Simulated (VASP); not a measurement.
Runs of VASP 6.6.1 on Zr. The structure is that of space group Fm-3m (No. 225), or close to it. The cells are those of the table. 

| task | cell | gap on the mesh (eV) | pressure (GPa) |
| --- | --- | --- | --- |
| single point | a = 3.189 Å, angles 60.0°, 1 atom | none | 1.1 |
| electric field gradients | a = 3.189 Å, angles 60.0°, 1 atom | none | 1.1 |
| electric field gradients | a = 3.146 Å, angles 60.0°, 1 atom | none | 5.1 |
| electric field gradients | a = 3.231 Å, angles 60.0°, 1 atom | none | (a) |

Alike in all rows: level PBE; potentials or basis VASP PAW PBE potentials, release 64 (Zr_sv); no spin polarisation; k mesh 16 × 16 × 16; cutoff (eV) 520; smearing fermi-dirac 0.05 eV.

Q: Estimate the missing entries.

A: (a) -2.4.

A k mesh can miss the band edges, and the runs leave out spin-orbit coupling on Zr.

A gap of «none» marks levels without a gap at the run's occupations.
